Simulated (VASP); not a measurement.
# Se3Br (I4/mmm) in VASP: single point with PBE+D3(BJ)

Aim: the single point of Se3Br with PBE+D3(BJ).

Everything below comes from runs of VASP 6.6.1. Logs are shortened: lines on timing, memory, paths and dates and some standing lists are left out, and cuts for length are marked.

### Step 1. The cell of the first run

Symmetry: I4/mmm, No. 139, tetragonal system. The conventional cell has a = 3.772 Å, b = 3.772 Å, c = 14.305 Å, α = 90.00°, β = 90.00°, γ = 90.00°. Se (site symmetry -4m2) has 4 Se at 2.67 Å within 3.5 Å. Se (site symmetry 4/mmm) has 4 Br at 2.67 Å within 3.5 Å. Within 3.5 Å of Br (site symmetry 4/mmm) lie 4 Se at 2.67 Å.

### Step 2. Single point, PBE+D3(BJ)

File INCAR:

```
SYSTEM = Se3Br
PREC = Accurate ; ENCUT = 520
EDIFF = 1E-6 ; ISMEAR = 0
SIGMA = 0.1 ; LREAL = .False.
LASPH = .True. ; NELM = 100
ALGO = Normal ; ISIF = 2
LWAVE = .False. ; LCHARG = .False.
GGA = PE ; IVDW = 12
NBANDS = 20
```

File KPOINTS:

```
regular mesh
0
Gamma
  18 18 18
  0 0 0
```

File POSCAR:

```
Se3Br
1.0
   -1.8862255947      1.8862255947      7.1523974915
    1.8862255947     -1.8862255947      7.1523974915
    1.8862255947      1.8862255947     -7.1523974915
Se Br
3 1
Direct
    0.2500000000      0.7500000000      0.5000000000
    0.7500000000      0.2500000000      0.5000000000
    0.5000000000      0.5000000000      0.0000000000
    0.0000000000      0.0000000000      0.0000000000
```

Potentials or basis: VASP PAW PBE potentials, release 64 (Se, Br).

Launch:

```console
cat potpaw_PBE.64/Se/POTCAR potpaw_PBE.64/Br/POTCAR > POTCAR
mpirun -np 1 vasp_std > vasp.out
```

OUTCAR:

```text
SYSTEM = Se3Br
   PREC = Accurate
   ENCUT = 520
   EDIFF = 1E-6
   ISMEAR = 0
   LREAL = .False.
   LASPH = .True.
   NELM = 100
   ISIF = 2
   GGA = PE
   IVDW = 12
 IVDW          = 12

 ion  position               nearest neighbor table
   1  0.250  0.750  0.500-   2 2.67   2 2.67   2 2.67   2 2.67
   2  0.750  0.250  0.500-   1 2.67   1 2.67   1 2.67   1 2.67
   3  0.500  0.500  0.000-   4 2.67   4 2.67   4 2.67   4 2.67
   4  0.000  0.000  0.000-   3 2.67   3 2.67   3 2.67   3 2.67

  LATTYP: Found a body centered tetragonal cell.
 ALAT       =     3.7724511894
 C/A-ratio  =     3.7919098922

  Lattice vectors:

 A1 = (  -1.8862255947,   1.8862255947,   7.1523974915)
 A2 = (   1.8862255947,  -1.8862255947,   7.1523974915)
 A3 = (   1.8862255947,   1.8862255947,  -7.1523974915)

Analysis of symmetry for initial positions (statically):
=====================================================================
 Subroutine PRICEL returns:
 Original cell was already a primitive cell.

 Routine SETGRP: Setting up the symmetry group for a
 body centered tetragonal supercell.

 Subroutine GETGRP returns: Found 16 space group operations
 (whereof 16 operations were pure point group operations)
 out of a pool of 16 trial point group operations.

The static configuration has the point symmetry D_4h.

Analysis of symmetry for dynamics (positions and initial velocities):
=====================================================================
 Subroutine PRICEL returns:
 Original cell was already a primitive cell.

 Routine SETGRP: Setting up the symmetry group for a
 body centered tetragonal supercell.

 Subroutine GETGRP returns: Found 16 space group operations
 (whereof 16 operations were pure point group operations)
 out of a pool of 16 trial point group operations.

The dynamic configuration has the point symmetry D_4h.

 Subroutine INISYM returns: Found 16 space group operations
 (whereof 16 operations are pure point group operations),
 and found     1 'primitive' translations

----------------------------------------------------------------------------------------

                                     Primitive cell

  volume of cell :     101.7885

  direct lattice vectors                    reciprocal lattice vectors
    -1.886225595  1.886225595  7.152397492     0.000000000  0.265079639  0.069906629
     1.886225595 -1.886225595  7.152397492     0.265079639  0.000000000  0.069906629
     1.886225595  1.886225595 -7.152397492     0.265079639  0.265079639  0.000000000

  length of vectors
     7.633641586  7.633641586  7.633641586     0.274142576  0.274142576  0.374879221

  position of ions in fractional coordinates (direct lattice)
     0.250000000  0.750000000  0.500000000
     0.750000000  0.250000000  0.500000000
     0.500000000  0.500000000  0.000000000
     0.000000000  0.000000000  0.000000000

  ion indices of the primitive-cell ions
   primitive index   ion index
                 1           1
                 2           2
                 3           3
                 4           4

----------------------------------------------------------------------------------------

 KPOINTS: regular mesh

Automatic generation of k-mesh.
 Grid dimensions read from file:
 generate k-points for:   18   18   18

 Generating k-lattice:

  Cartesian coordinates                     Fractional coordinates (reciprocal lattice)
     0.000000000  0.014726647  0.003883702     0.055555556  0.000000000  0.000000000
     0.014726647  0.000000000  0.003883702     0.000000000  0.055555556  0.000000000
     0.014726647  0.014726647  0.000000000     0.000000000  0.000000000  0.055555556

  Length of vectors
     0.015230143  0.015230143  0.020826623

  Shift w.r.t. Gamma in fractional coordinates (k-lattice)
     0.000000000  0.000000000  0.000000000

 Subroutine IBZKPT returns following result:
 ===========================================

 Found    480 irreducible k-points:

 Following reciprocal coordinates:
            Coordinates               Weight
  0.000000  0.000000  0.000000      1.000000
  0.055556  0.000000  0.000000      8.000000
  0.111111  0.000000  0.000000      8.000000
  0.166667  0.000000  0.000000      8.000000
  0.222222 -0.000000  0.000000      8.000000
  0.277778  0.000000  0.000000      8.000000
[... 16 lines left out ...]
 -0.277778  0.055556 -0.000000     16.000000
 -0.222222  0.055556 -0.000000     16.000000
 [... further k-points ...]
   k-points           NKPTS =    480   k-points in BZ     NKDIM =    480   number of bands    NBANDS=     20
   number of dos      NEDOS =    301   number of ions     NIONS =      4
   total plane-waves  NPLWV = 216000
   dimension x,y,z NGX =    60 NGY =   60 NGZ =   60
   dimension x,y,z NGXF=   120 NGYF=  120 NGZF=  120
   ions per type =               3   1
   NGX,Y,Z   is equivalent  to a cutoff of  13.07, 13.07, 13.07 a.u.
   NGXF,Y,Z  is equivalent  to a cutoff of  26.13, 26.13, 26.13 a.u.
 SYSTEM =  Se3Br
   PREC   = accura    normal or accurate (medium, high low for compatibility)
   ISTART =      0    job   : 0-new  1-cont  2-samecut
   ICHARG =      2    charge: 1-file 2-atom 10-const
   ISPIN  =      1    spin polarized calculation?
   LNONCOLLINEAR =      F non collinear calculations
   LSORBIT =      F    spin-orbit coupling
   LASPH  =      T    aspherical Exc in radial PAW
   ENCUT  =  520.0 eV  38.22 Ry    6.18 a.u.  14.19 14.19 14.19*2*pi/ulx,y,z
   NELM   =    100;   NELMIN=  2; NELMDL= -5     # of ELM steps
   EDIFF  = 0.1E-05   stopping-criterion for ELM
   LREAL  =      F    real-space projection
   EDIFFG = 0.1E-04   stopping-criterion for IOM
   NSW    =      0    number of steps for IOM
   IBRION =     -1    ionic relax: 0-MD 1-quasi-New 2-CG
   NFREE  =      0    steps in history (QN), initial steepest desc. (CG)
   ISIF   =      2    stress and relaxation
   ISYM   =      2    0-nonsym 1-usesym 2-fastsym
   POTIM  = 0.5000    time-step for ionic-motion
   TEBEG  =    0.0;   TEEND  =   0.0 temperature during run
   PSTRESS=    0.0 pullay stress
   NELECT =      25.0000    total number of electrons
   NUPDOWN=      -1.0000    fix difference up-down
   EMIN   =  10.00;   EMAX   =-10.00  energy-range for DOS
   EFERMI =   0.00;   METHOD = LEGACY
   ISMEAR =     0;   SIGMA  =   0.10  broadening in eV -4-tet -1-fermi 0-gaus
   EFERMI_NEDOS =   21; number of points for ismear=-14 and -15
   IALGO  =     38    algorithm
   IMIX   =      4    mixing-type and parameters
     AMIX     =   0.40;   BMIX     =  1.00
     AMIX_MAG =   1.60;   BMIX_MAG =  1.00
  volume/ion in A,a.u.               =      25.45       171.73
  Fermi-wavevector in a.u.,A,eV,Ry     =   1.025231  1.937406 14.301074  1.051099
  Thomas-Fermi vector in A             =   2.159061
   LORBIT       =      0    0 simple, 1 ext, 2 COOP (PROOUT), +10 PAW based schemes
   GGA     = PE    functional components
   LHFCALC =     F    Hartree Fock is set to
   AEXX    =    0.0000 exact exchange contribution
   IVDW    =    12    specifies the selected vdW correction
   LEPSILON=     F    determine dielectric tensor
   LRPA    =     F    only Hartree local field effects (RPA)
 non-spin polarized calculation
 Gauss-broadening in eV      SIGMA  =   0.10
  energy-cutoff  :      520.00
  volume of cell :      101.79
 maximum number of plane-waves:      2764
 NGX is ok and might be reduce to    60
   NGX = 29   NGY = 29   NGZ = 29

 number of electron      24.9999998 magnetization

 Free energy of the ion-electron system (eV)
  ---------------------------------------------------
  ext. energy  EPLUGINS =         0.00000000
  ---------------------------------------------------
  free energy    TOTEN  =       -10.85528915 eV

  energy without entropy =      -10.84292575  energy(sigma->0) =      -10.84910745

 E-fermi :   3.0135     XC(G=0):  -9.2498

 val. band max:        3.0125660091   @ k =  -0.0556  -0.2222   0.0556
 cond. band min:       3.0201102800   @ k =  -0.2778  -0.2778   0.1667
 fundamental gap:      0.0075442709
 Fermi energy:         3.0134640395

 k-point     1 :       0.0000    0.0000    0.0000
  band No.  band energies     occupation
      1     -14.0128      2.00000
      2     -12.2043      2.00000
      3      -7.8912      2.00000
      4      -6.4374      2.00000
      5      -2.2585      2.00000
      6      -2.0749      2.00000
[... 12 lines left out ...]
     19       7.6884      0.00000
     20      12.2634      0.00000

 k-point     2 :       0.0556    0.0000    0.0000
  band No.  band energies     occupation
      1     -13.9923      2.00000
      2     -12.1773      2.00000
      3      -7.9592      2.00000
      4      -6.5272      2.00000
      5      -2.2282      2.00000
      6      -2.0463      2.00000
[... 12 lines left out ...]
     19       7.7389      0.00000
     20      12.0755      0.00000

 k-point     3 :       0.1111    0.0000    0.0000
  band No.  band energies     occupation
      1     -13.9315      2.00000
      2     -12.0962      2.00000
      3      -8.1517      2.00000
      4      -6.7802      2.00000
      5      -2.1379      2.00000
      6      -1.9606      2.00000
[... 12 lines left out ...]
     19       7.9785      0.00000
     20      11.7748      0.00000

 k-point     4 :       0.1667    0.0000    0.0000
  band No.  band energies     occupation
      1     -13.8330      2.00000
      2     -11.9616      2.00000
      3      -8.4390      2.00000
      4      -7.1566      2.00000
      5      -1.9890      2.00000
      6      -1.8194      2.00000
[... 429 lines left out ...]
 k-point    23 :      -0.2778    0.0556   -0.0000
  band No.  band energies     occupation
      1     -13.5304      2.00000
      2     -11.5090      2.00000
      3      -9.1556      2.00000
      4      -8.1233      2.00000
      5      -1.8307      2.00000
      6      -1.5350      2.00000
[... 12 lines left out ...]
     19      10.1603      0.00000
     20      11.1197      0.00000

 k-point    24 :      -0.2222    0.0556   -0.0000
  band No.  band energies     occupation
      1     -13.6842      2.00000
      2     -11.7473      2.00000
      3      -8.8031      2.00000
      4      -7.6388      2.00000
      5      -2.0314      2.00000
      6      -1.7834      2.00000
[... 12 lines left out ...]
     19       9.2984      0.00000
     20      11.2244      0.00000

 [... further k-points ...]

------------------------ aborting loop because EDIFF is reached ----------------------------------------

 Edisp (eV)   -1.29545

 E8    (eV) :    -0.5269

  FORCE on cell =-STRESS in cart. coord.  units (eV):
  Direction    XX          YY          ZZ          XY          YZ          ZX
  --------------------------------------------------------------------------------------
  -------------------------------------------------------------------------------------
  Total       0.01545     0.01545    -0.01318     0.00000    -0.00000     0.00000
  in kB       0.24312     0.24312    -0.20748     0.00000    -0.00000     0.00000
  external pressure =        0.09 kB  Pullay stress =        0.00 kB

 VOLUME and BASIS-vectors are now :
 -----------------------------------------------------------------------------
  energy-cutoff  :      520.00
  volume of cell :      101.79
      direct lattice vectors                 reciprocal lattice vectors
    -1.886225595  1.886225595  7.152397492     0.000000000  0.265079639  0.069906629
     1.886225595 -1.886225595  7.152397492     0.265079639  0.000000000  0.069906629
     1.886225595  1.886225595 -7.152397492     0.265079639  0.265079639  0.000000000

 POSITION                                       TOTAL-FORCE (eV/Angst)
 -----------------------------------------------------------------------------------
      1.88623      0.00000      3.57620        -0.000000     -0.000000      0.000000
      0.00000      1.88623      3.57620         0.000000      0.000000     -0.000000
      0.00000      0.00000      7.15240         0.000000     -0.000000      0.000000
      0.00000      0.00000      0.00000         0.000000     -0.000000      0.000000
 -----------------------------------------------------------------------------------
    total drift:                               -0.000000      0.000000      0.000000

  FREE ENERGIE OF THE ION-ELECTRON SYSTEM (eV)
  ---------------------------------------------------
  free  energy   TOTEN  =       -12.1507377048 eV

  energy  without entropy=      -12.1383743035  energy(sigma->0) =      -12.14455600
```

It took 36 min on 1 thread of Intel Xeon Platinum 8259CL at 2.50GHz (Skylake/Cascade Lake), shared host; peak memory 1.1 GiB.

Results:

| Quantity | Value |
| --- | --- |
| Free energy | -12.1507 eV |
| Pressure | 0.0 GPa |
| Dispersion energy per atom | -0.324 eV |

Caveat: an odd number of electrons without spin polarisation forces a metal; a magnetic or distorted state may lie lower; pairwise dispersion overbinds metals, which lowers pressure and volume.
